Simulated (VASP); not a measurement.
# Ta16Si in VASP: notebook

The runs below take Ta16Si through single point, with PBE.

All numbers are computed with VASP 6.6.1; they aren't measurements. Logs are shortened: lines on timing, memory, paths and dates and some standing lists are left out, and cuts for length are marked.

## Step 1: The cell of the first run

The cell holds a slab with vacuum, 17 atoms: a = 6.638 Å, b = 6.638 Å, c = 20.300 Å, α = 90.00°, β = 90.00°, γ = 90.00°.

## Step 2: Single point, PBE

The input, INCAR:

```
SYSTEM = Ta16Si
PREC = Accurate
ENCUT = 520
EDIFF = 1E-7
ISMEAR = 0
SIGMA = 0.1
LREAL = Auto
LASPH = .True.
NELM = 100
ALGO = Normal
ISIF = 2
LWAVE = .False.
LCHARG = .False.
LDIPOL = .True.
IDIPOL = 3
DIPOL = 0.5 0.5 0.330
GGA = PE
NBANDS = 104
```

The input, KPOINTS:

```
Automatic mesh
0
Gamma
  4 4 1
  0 0 0
```

The input, POSCAR:

```
Ta16Si
1.0
    6.6379342679      0.0000000000      0.0000000000
    0.0000000000      6.6379342679      0.0000000000
    0.0000000000      0.0000000000     20.2996559574
Ta Si
16 1
Direct
    0.2500000000      0.2500000000      0.1970476745
    0.2500000000      0.7500000000      0.1970476745
    0.7500000000      0.2500000000      0.1970476745
    0.7500000000      0.7500000000      0.1970476745
    0.0000000000      0.0000000000      0.2787970190
    0.0000000000      0.5000000000      0.2787970190
    0.5000000000      0.0000000000      0.2787970190
    0.5000000000      0.5000000000      0.2787970190
    0.2500000000      0.2500000000      0.3599139064
    0.2500000000      0.7500000000      0.3599139064
    0.7500000000      0.2500000000      0.3599139064
    0.7500000000      0.7500000000      0.3599139064
    0.0000000000      0.0000000000      0.4334879357
    0.0000000000      0.5000000000      0.4334879357
    0.5000000000      0.0000000000      0.4334879357
    0.5000000000      0.5000000000      0.4334879357
    0.1250000000      0.1250000000      0.5344860086
```

Potentials or basis: VASP PAW PBE potentials, release 64 (Ta_pv, Si).

Started as:

```bash
cat potpaw_PBE.64/Ta_pv/POTCAR potpaw_PBE.64/Si/POTCAR > POTCAR
mpirun -np 1 vasp_std > vasp.out
```

OUTCAR:

```text
SYSTEM = Ta16Si
   PREC = Accurate
   ENCUT = 520
   EDIFF = 1E-7
   ISMEAR = 0
   LREAL = Auto
   LASPH = .True.
   NELM = 100
   ISIF = 2
   GGA = PE

 ion  position               nearest neighbor table
   1  0.250  0.250  0.197-   5 2.87   6 2.87   7 2.87   8 2.87   9 3.31   3 3.32   2 3.32   2 3.32
                             3 3.32
   2  0.250  0.750  0.197-   5 2.87   6 2.87   7 2.87   8 2.87  10 3.31   4 3.32   1 3.32   1 3.32
                             4 3.32
   3  0.750  0.250  0.197-   5 2.87   6 2.87   7 2.87   8 2.87  11 3.31   4 3.32   1 3.32   4 3.32
                             1 3.32
   4  0.750  0.750  0.197-   5 2.87   6 2.87   7 2.87   8 2.87  12 3.31   3 3.32   2 3.32   3 3.32
                             2 3.32
   5  0.000  0.000  0.279-   9 2.87  10 2.87  11 2.87  12 2.87   1 2.87   2 2.87   3 2.87   4 2.87
                            13 3.14   7 3.32   6 3.32   6 3.32   7 3.32
   6  0.000  0.500  0.279-   9 2.87  10 2.87  11 2.87  12 2.87   1 2.87   2 2.87   3 2.87   4 2.87
                            14 3.14   8 3.32   5 3.32   5 3.32   8 3.32
   7  0.500  0.000  0.279-   9 2.87  10 2.87  11 2.87  12 2.87   1 2.87   2 2.87   3 2.87   4 2.87
                            15 3.14   8 3.32   5 3.32   8 3.32   5 3.32
   8  0.500  0.500  0.279-   9 2.87  10 2.87  11 2.87  12 2.87   1 2.87   2 2.87   3 2.87   4 2.87
                            16 3.14   7 3.32   6 3.32   7 3.32   6 3.32
   9  0.250  0.250  0.360-  13 2.78  14 2.78  15 2.78  16 2.78   5 2.87   6 2.87   7 2.87   8 2.87
                             1 3.31  10 3.32  11 3.32  10 3.32  11 3.32
  10  0.250  0.750  0.360-  13 2.78  14 2.78  15 2.78  16 2.78   5 2.87   6 2.87   7 2.87   8 2.87
                             2 3.31   9 3.32  12 3.32   9 3.32  12 3.32
  11  0.750  0.250  0.360-  13 2.78  14 2.78  15 2.78  16 2.78   5 2.87   6 2.87   7 2.87   8 2.87
                             3 3.31   9 3.32  12 3.32  12 3.32   9 3.32
  12  0.750  0.750  0.360-  13 2.78  14 2.78  15 2.78  16 2.78   5 2.87   6 2.87   7 2.87   8 2.87
                             4 3.31  10 3.32  11 3.32  11 3.32  10 3.32
  13  0.000  0.000  0.433-  17 2.36  10 2.78  11 2.78  12 2.78   9 2.78   5 3.14  15 3.32  14 3.32
                            14 3.32  15 3.32
  14  0.000  0.500  0.433-   9 2.78  10 2.78  11 2.78  12 2.78   6 3.14  13 3.32  16 3.32  13 3.32
                            16 3.32  17 3.33
  15  0.500  0.000  0.433-   9 2.78  10 2.78  11 2.78  12 2.78   7 3.14  13 3.32  16 3.32  16 3.32
                            13 3.32  17 3.33
  16  0.500  0.500  0.433-   9 2.78  10 2.78  11 2.78  12 2.78   8 3.14  14 3.32  15 3.32  15 3.32
                            14 3.32
  17  0.125  0.125  0.534-  13 2.36  14 3.33  15 3.33

  LATTYP: Found a simple tetragonal cell.
 ALAT       =     6.6379342679
 C/A-ratio  =     3.0581284987

  Lattice vectors:

 A1 = (   6.6379342679,   0.0000000000,   0.0000000000)
 A2 = (   0.0000000000,   6.6379342679,   0.0000000000)
 A3 = (   0.0000000000,   0.0000000000,  20.2996559574)

Analysis of symmetry for initial positions (statically):
=====================================================================
 Subroutine PRICEL returns:
 Original cell was already a primitive cell.

 Routine SETGRP: Setting up the symmetry group for a
 simple tetragonal supercell.

 Subroutine GETGRP returns: Found  2 space group operations
 (whereof  2 operations were pure point group operations)
 out of a pool of 16 trial point group operations.

The static configuration has the point symmetry C_1h.

Analysis of symmetry for dynamics (positions and initial velocities):
=====================================================================
 Subroutine PRICEL returns:
 Original cell was already a primitive cell.

 Routine SETGRP: Setting up the symmetry group for a
 simple tetragonal supercell.

 Subroutine GETGRP returns: Found  2 space group operations
 (whereof  2 operations were pure point group operations)
 out of a pool of 16 trial point group operations.

The dynamic configuration has the point symmetry C_1h.

 Subroutine INISYM returns: Found  2 space group operations
 (whereof  2 operations are pure point group operations),
 and found     1 'primitive' translations

----------------------------------------------------------------------------------------

                                     Primitive cell

  volume of cell :     894.4469

  direct lattice vectors                    reciprocal lattice vectors
     6.637934268  0.000000000  0.000000000     0.150649277  0.000000000  0.000000000
     0.000000000  6.637934268  0.000000000     0.000000000  0.150649277  0.000000000
     0.000000000  0.000000000 20.299655957     0.000000000  0.000000000  0.049261919

  length of vectors
     6.637934268  6.637934268 20.299655957     0.150649277  0.150649277  0.049261919

  position of ions in fractional coordinates (direct lattice)
     0.250000000  0.250000000  0.197047674
     0.250000000  0.750000000  0.197047674
     0.750000000  0.250000000  0.197047674
     0.750000000  0.750000000  0.197047674
     0.000000000  0.000000000  0.278797019
     0.000000000  0.500000000  0.278797019
[... 9 lines left out ...]
     0.500000000  0.500000000  0.433487936
     0.125000000  0.125000000  0.534486009

  ion indices of the primitive-cell ions
   primitive index   ion index
                 1           1
                 2           2
                 3           3
                 4           4
                 5           5
                 6           6
[... 9 lines left out ...]
                16          16
                17          17

----------------------------------------------------------------------------------------

 KPOINTS: Automatic mesh

Automatic generation of k-mesh.
 Grid dimensions read from file:
 generate k-points for:    4    4    1

 Generating k-lattice:

  Cartesian coordinates                     Fractional coordinates (reciprocal lattice)
     0.037662319  0.000000000  0.000000000     0.250000000  0.000000000  0.000000000
     0.000000000  0.037662319  0.000000000     0.000000000  0.250000000  0.000000000
     0.000000000  0.000000000  0.049261919     0.000000000  0.000000000  1.000000000

  Length of vectors
     0.037662319  0.037662319  0.049261919

  Shift w.r.t. Gamma in fractional coordinates (k-lattice)
     0.000000000  0.000000000  0.000000000

 Subroutine IBZKPT returns following result:
 ===========================================

 Found      7 irreducible k-points:

 Following reciprocal coordinates:
            Coordinates               Weight
  0.000000  0.000000  0.000000      1.000000
  0.250000  0.000000  0.000000      4.000000
  0.500000  0.000000  0.000000      2.000000
  0.250000  0.250000  0.000000      2.000000
 -0.250000  0.250000  0.000000      2.000000
  0.500000  0.250000  0.000000      4.000000
  0.500000  0.500000  0.000000      1.000000
   k-points           NKPTS =      7   k-points in BZ     NKDIM =      7   number of bands    NBANDS=    104
   number of dos      NEDOS =    301   number of ions     NIONS =     17
   total plane-waves  NPLWV = 400000
   dimension x,y,z NGX =    50 NGY =   50 NGZ =  160
   dimension x,y,z NGXF=   100 NGYF=  100 NGZF=  320
   ions per type =              16   1
   NGX,Y,Z   is equivalent  to a cutoff of  12.52, 12.52, 13.10 a.u.
   NGXF,Y,Z  is equivalent  to a cutoff of  25.04, 25.04, 26.21 a.u.
 SYSTEM =  Ta16Si
   PREC   = accura    normal or accurate (medium, high low for compatibility)
   ISTART =      0    job   : 0-new  1-cont  2-samecut
   ICHARG =      2    charge: 1-file 2-atom 10-const
   ISPIN  =      1    spin polarized calculation?
   LNONCOLLINEAR =      F non collinear calculations
   LSORBIT =      F    spin-orbit coupling
   LASPH  =      T    aspherical Exc in radial PAW
   ENCUT  =  520.0 eV  38.22 Ry    6.18 a.u.  12.34 12.34 37.74*2*pi/ulx,y,z
   NELM   =    100;   NELMIN=  2; NELMDL= -5     # of ELM steps
   EDIFF  = 0.1E-06   stopping-criterion for ELM
   LREAL  =      T    real-space projection
   EDIFFG = 0.1E-05   stopping-criterion for IOM
   NSW    =      0    number of steps for IOM
   IBRION =     -1    ionic relax: 0-MD 1-quasi-New 2-CG
   NFREE  =      0    steps in history (QN), initial steepest desc. (CG)
   ISIF   =      2    stress and relaxation
   ISYM   =      2    0-nonsym 1-usesym 2-fastsym
   POTIM  = 0.5000    time-step for ionic-motion
   TEBEG  =    0.0;   TEEND  =   0.0 temperature during run
   PSTRESS=    0.0 pullay stress
   NELECT =     180.0000    total number of electrons
   NUPDOWN=      -1.0000    fix difference up-down
   EMIN   =  10.00;   EMAX   =-10.00  energy-range for DOS
   EFERMI =   0.00;   METHOD = LEGACY
   ISMEAR =     0;   SIGMA  =   0.10  broadening in eV -4-tet -1-fermi 0-gaus
   EFERMI_NEDOS =   21; number of points for ismear=-14 and -15
   IALGO  =     38    algorithm
   IMIX   =      4    mixing-type and parameters
     AMIX     =   0.40;   BMIX     =  1.00
     AMIX_MAG =   1.60;   BMIX_MAG =  1.00
  volume/ion in A,a.u.               =      52.61       355.06
  Fermi-wavevector in a.u.,A,eV,Ry     =   0.959358  1.812924 12.522370  0.920368
  Thomas-Fermi vector in A             =   2.088547
   LORBIT       =      0    0 simple, 1 ext, 2 COOP (PROOUT), +10 PAW based schemes
   GGA     = PE    functional components
   LHFCALC =     F    Hartree Fock is set to
   AEXX    =    0.0000 exact exchange contribution
   IVDW    =     0    specifies the selected vdW correction
   LEPSILON=     F    determine dielectric tensor
   LRPA    =     F    only Hartree local field effects (RPA)
 non-spin polarized calculation
 Gauss-broadening in eV      SIGMA  =   0.10
  energy-cutoff  :      520.00
  volume of cell :      894.45
 maximum number of plane-waves:     24163
 NGX is ok and might be reduce to    50
   NGX = 25   NGY = 25   NGZ = 75

 dipolmoment           0.000000      0.000000     -2.343832 electrons x Angstroem

 number of electron     179.9999955 magnetization

 dipolmoment           0.000000      0.000000      0.130595 electrons x Angstroem

 Free energy of the ion-electron system (eV)
  ---------------------------------------------------
  ext. energy  EPLUGINS =         0.00000000
  ---------------------------------------------------
  free energy    TOTEN  =      -178.39993763 eV

  energy without entropy =     -178.32788347  energy(sigma->0) =     -178.36391055

 E-fermi :  -0.5662     XC(G=0):  -5.5015

 val. band max:       -0.5764946722   @ k =   0.0000   0.0000   0.0000
 cond. band min:      -0.5548870935   @ k =   0.5000   0.2500   0.0000
 fundamental gap:      0.0216075788
 Fermi energy:        -0.5661990390

 k-point     1 :       0.0000    0.0000    0.0000
  band No.  band energies     occupation
      1     -35.5941      2.00000
      2     -35.5874      2.00000
      3     -35.5818      2.00000
      4     -35.5761      2.00000
      5     -35.5752      2.00000
      6     -35.5749      2.00000
[... 94 lines left out ...]
    101       0.4276      0.00000
    102       0.7766      0.00000

 k-point     2 :       0.2500    0.0000    0.0000
  band No.  band energies     occupation
      1     -35.5838      2.00000
      2     -35.5723      2.00000
      3     -35.5696      2.00000
      4     -35.5663      2.00000
      5     -35.5603      2.00000
      6     -35.5519      2.00000
[... 514 lines left out ...]
    101       0.0305      0.00000
    102       0.0534      0.00000

 k-point     7 :       0.5000    0.5000    0.0000
  band No.  band energies     occupation
      1     -35.5512      2.00000
      2     -35.5449      2.00000
      3     -35.5435      2.00000
      4     -35.5231      2.00000
      5     -35.4827      2.00000
      6     -35.4721      2.00000
[... 94 lines left out ...]
    101      -0.1113      0.00000
    102      -0.0300      0.00000
 [bands above 102 left out]

------------------------ aborting loop because EDIFF is reached ----------------------------------------

 vacuum level on the upper side and lower side of the slab       (xc-potential included)         0.111        -0.411

  FORCE on cell =-STRESS in cart. coord.  units (eV):
  Direction    XX          YY          ZZ          XY          YZ          ZX
  --------------------------------------------------------------------------------------
  -------------------------------------------------------------------------------------
  Total      -17.4908924    -17.4908924     -3.7824653      0.5183950      2.5334088      2.5334101
  in kB      -31.3305471    -31.3305471     -6.7753379      0.9285746      4.5379665      4.5379689
  external PRESSURE =     -23.1454774 kB  Pullay stress =       0.0000000 kB

 VOLUME and BASIS-vectors are now :
 -----------------------------------------------------------------------------
  energy-cutoff  :      520.00
  volume of cell :      894.45
      direct lattice vectors                 reciprocal lattice vectors
     6.637934268  0.000000000  0.000000000     0.150649277  0.000000000  0.000000000
     0.000000000  6.637934268  0.000000000     0.000000000  0.150649277  0.000000000
     0.000000000  0.000000000 20.299655957     0.000000000  0.000000000  0.049261919

 POSITION                                       TOTAL-FORCE (eV/Angst)
 -----------------------------------------------------------------------------------
      1.65948      1.65948      4.00000        -0.000784     -0.000784      0.909777
      1.65948      4.97845      4.00000        -0.035106      0.036829      0.802537
      4.97845      1.65948      4.00000         0.036829     -0.035106      0.802537
      4.97845      4.97845      4.00000         0.053600      0.053600      0.798549
      0.00000      0.00000      5.65948         0.115850      0.115850     -1.199252
      0.00000      3.31897      5.65948         0.050248      0.010289     -0.753037
[... 9 lines left out ...]
      3.31897      3.31897      8.79966         0.123022      0.123022     -0.115268
      0.82974      0.82974     10.84988         1.428918      1.428918      0.015651
 -----------------------------------------------------------------------------------
    total drift:                               -0.000135     -0.000135      0.006302

  FREE ENERGIE OF THE ION-ELECTRON SYSTEM (eV)
  ---------------------------------------------------
  free  energy   TOTEN  =      -178.3999376332 eV

  energy  without entropy=     -178.3278834724  energy(sigma->0) =     -178.36391055

 vacuum level on the upper side and lower side of the slab         3.842         3.304
```

Run time: 27 min. Hardware: 1 thread of Intel Xeon 6975P-C (Granite Rapids), shared host; peak memory 1 GiB.

Results:

| Property | Result |
| --- | --- |
| Free energy | -178.3999 eV |
| Largest force | 2.021 eV/Å |
| Band gap on the k mesh | zero (bands 90 and 91 overlap by 0.54 eV) |

Forces on the atoms (eV/Å):
```
Ta  -0.001 -0.001  0.910
Ta  -0.035  0.037  0.803
Ta   0.037 -0.035  0.803
Ta   0.054  0.054  0.799
Ta   0.116  0.116 -1.199
Ta   0.050  0.010 -0.753
Ta   0.010  0.050 -0.753
Ta  -0.053 -0.053 -0.739
Ta  -0.107 -0.107 -0.075
Ta   0.285 -0.248 -0.365
Ta  -0.248  0.285 -0.365
Ta  -0.100 -0.100 -0.103
Ta  -1.072 -1.072 -0.434
Ta  -0.034 -0.455  0.787
Ta  -0.455 -0.034  0.787
Ta   0.123  0.123 -0.115
Si   1.429  1.429  0.016
```

Caveat: spin-orbit coupling is left out, which moves the levels of the heavy elements.

## Step 3: Single point, PBE

The input, INCAR:

```
SYSTEM = Ta16Si
PREC     = Accurate       ! precision mode
ENCUT    = 520            ! plane-wave cutoff, eV
EDIFF    = 1E-6           ! SCF threshold, eV
ISMEAR   = 0              ! smearing method
SIGMA    = 0.1            ! smearing width, eV
LREAL    = Auto         
LASPH    = .TRUE.         ! aspherical terms in the spheres
NELM     = 80             ! most SCF steps
ALGO     = Normal         ! electronic algorithm
ISIF     = 2              ! what is computed and relaxed
LWAVE    = .FALSE.        ! write WAVECAR
LCHARG   = .FALSE.        ! write CHGCAR
LDIPOL   = .TRUE.       
IDIPOL   = 3            
DIPOL    = 0.5 0.5 0.331
GGA      = PE             ! functional
NBANDS   = 104            ! bands
```

The input, KPOINTS:

```
regular mesh
0
G
  4 4 1
  0 0 0
```

POSCAR, as its differences from that of step 2:

```diff
@@ -24,2 +24,2 @@
     0.5000000000      0.5000000000      0.4334879357
-    0.1250000000      0.1250000000      0.5344860086
+    0.0625000000      0.0625000000      0.5492315475
```

Potentials or basis: VASP PAW PBE potentials, release 64 (Ta_pv, Si).

Started as:

```bash
cat potpaw_PBE.64/Ta_pv/POTCAR potpaw_PBE.64/Si/POTCAR > POTCAR
mpirun -np 1 vasp_std > vasp.out
```

It took 28 min on 1 thread of Intel Xeon 6975P-C (Granite Rapids), shared host; peak memory 1 GiB.

Results (log left out):

| Item | Value |
| --- | --- |
| Free energy | -177.7364 eV |
| Largest force | 1.227 eV/Å |
| Band gap on the k mesh | zero (bands 90 and 91 overlap by 0.40 eV) |

Forces in eV/Å, atoms in the order of the input:
```
Ta  -0.012 -0.012  0.852
Ta  -0.025  0.034  0.818
Ta   0.034 -0.025  0.818
Ta   0.038  0.038  0.811
Ta   0.050  0.050 -1.225
Ta   0.021 -0.001 -0.754
Ta  -0.001  0.021 -0.754
Ta  -0.021 -0.021 -0.664
Ta   0.153  0.153 -0.253
Ta   0.274 -0.250 -0.300
Ta  -0.250  0.274 -0.300
Ta  -0.225 -0.225 -0.202
Ta  -0.169 -0.169  0.602
Ta   0.019 -0.280  0.433
Ta  -0.280  0.019  0.433
Ta   0.044  0.044 -0.324
Si   0.348  0.348  0.011
```

Levels at points of the mesh, in eV from the Fermi level:
| k point | band 86 | band 87 | band 88 | band 89 | band 90 | band 91 | band 92 | band 93 |
| --- | --- | --- | --- | --- | --- | --- | --- | --- |
| (0.00, 0.00, 0.00) | -0.12 | -0.01 | 0.12 | 0.12 | 0.15 | 0.16 | 0.19 | 0.33 |
| (0.50, 0.00, 0.00) | -0.48 | -0.47 | -0.39 | -0.37 | -0.06 | 0.05 | 0.08 | 0.26 |
| (0.50, 0.50, 0.00) | -0.92 | -0.89 | -0.87 | -0.79 | -0.39 | -0.25 | -0.16 | -0.10 |

Caveat: spin-orbit coupling is left out, which moves the levels of the heavy elements.

The gap in the log of VASP goes by the Fermi energy; the results here count the filled bands.